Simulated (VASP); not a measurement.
Ge, 2 atoms in the cell. Symmetry: Imma, No. 74, orthorhombic system. Conventional cell: a = 3.951 Å, b = 4.196 Å, c = 5.819 Å, α = 90.00°, β = 90.00°, γ = 90.00°. Within 3.2 Å of Ge (site symmetry mm2) lie 4 Ge at 2.45 to 2.55 Å.  This cell differs from its parent crystal: engineering shear strain xy -0.0600, normal strain along z +0.0100.

```yaml
Program: VASP 6.6.1
Task: single point
Functional: PBE
Potentials_or_basis: VASP PAW PBE potentials, release 64 (Ge_d)
Cutoff: 520 eV
k_mesh: 14 × 14 × 14
Occupations: gaussian, width 0.15 eV
Spin: no spin polarisation
Dipole_correction: no
Further_INCAR_settings: ALGO = Normal; EDIFF = 1e-06; NBANDS = 21
```

Potentials or basis: VASP PAW PBE potentials, release 64 (Ge_d).

The run is started by

```console
$ cat potpaw_PBE.64/Ge_d/POTCAR > POTCAR
$ mpirun -np 1 vasp_std > vasp.out
```

Hardware: 1 thread of Intel(R) Xeon(R) 6975P-C (Granite Rapids), on a shared host.

**Question.** Estimate the wall time of this run.

**Answer.** Run time: 2.8 min on 1 thread of Intel(R) Xeon(R) 6975P-C (Granite Rapids), on a shared host, peak memory 0.43 GiB. Counts: scf iterations 12, k points 428.
